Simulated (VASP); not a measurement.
Set up this calculation in VASP 6.6.1, as the native input.

```yaml
Task: single point
Functional: r2SCAN
Potentials_or_basis: VASP PAW PBE potentials, release 64 (Hf_pv, O)
Cutoff: 520 eV
k_mesh: 8 × 8 × 8
Occupations: gaussian, width 0.01 eV
Spin: no spin polarisation
Dipole_correction: no
Further_INCAR_settings: ALGO = Normal; EDIFF = 1e-06; NBANDS = 18
```

The system is HfO2.

```
Hf O
1.0
     0.01429    2.52918    2.52918
     2.52918    0.01429    2.52918
     2.54347    2.54347    0.00000
Hf O
1 2
Direct
  0.00000 0.00000 0.00000
  0.24919 0.24919 0.25081
  0.75081 0.75081 0.74919
```

This cell differs from its parent crystal: shear xy strain +1.1%.

One way to write it, as run:

POSCAR

```
HfO2
1.0
    0.0142898801      2.5291823194      2.5291823194
    2.5291823194      0.0142898801      2.5291823194
    2.5434721995      2.5434721995      0.0000000000
Hf O
1 2
Direct
    0.0000000000      0.0000000000      0.0000000000
    0.2491943723      0.2491943723      0.2508056277
    0.7508056277      0.7508056277      0.7491943723
```

INCAR.step1

```
  PREC = Accurate
  ENCUT = 520
  ISMEAR = 0
  SIGMA = 0.01
  LREAL = F
  LASPH = T
  NELM = 80
  NBANDS = 18
  GGA = PE
  ALGO = Normal
  EDIFF = 1E-4
  LWAVE = T
  LCHARG = F
```

INCAR.step2

```
  PREC = Accurate
  ENCUT = 520
  EDIFF = 1E-6
  ISMEAR = 0
  SIGMA = 0.01
  LREAL = F
  LASPH = T
  NELM = 80
  ALGO = Normal
  ISIF = 2
  LWAVE = F
  LCHARG = F
  METAGGA = R2SCAN
  LMIXTAU = T
  NBANDS = 18
  ISTART = 1
```

KPOINTS

```
regular mesh
0
Gamma
  8 8 8
```

Potentials or basis: VASP PAW PBE potentials, release 64 (Hf_pv, O).

Launch:

```sh
$ cat potpaw_PBE.64/Hf_pv/POTCAR potpaw_PBE.64/O/POTCAR > POTCAR
$ cp INCAR.step1 INCAR
$ mpirun -np 1 vasp_std > vasp.out
$ cp INCAR.step2 INCAR
$ mpirun -np 1 vasp_std > vasp.out
```

It gave:

| Item | Value |
| --- | --- |
| Pressure | -3.9 GPa |
| Largest force | 0.007 eV/Å |
| Band gap on the k mesh | 4.32 eV, direct |

Caveat: the cell differs from its parent crystal (shear xy strain +1.1%); the PAW data sets were made with another functional, which shifts forces and pressure a little; spin-orbit coupling is left out, which moves the levels of the heavy elements.

It took 3.4 min on 1 thread of Intel(R) Xeon(R) Platinum 8488C (Sapphire Rapids) (shared host), peak memory 0.2 GiB.
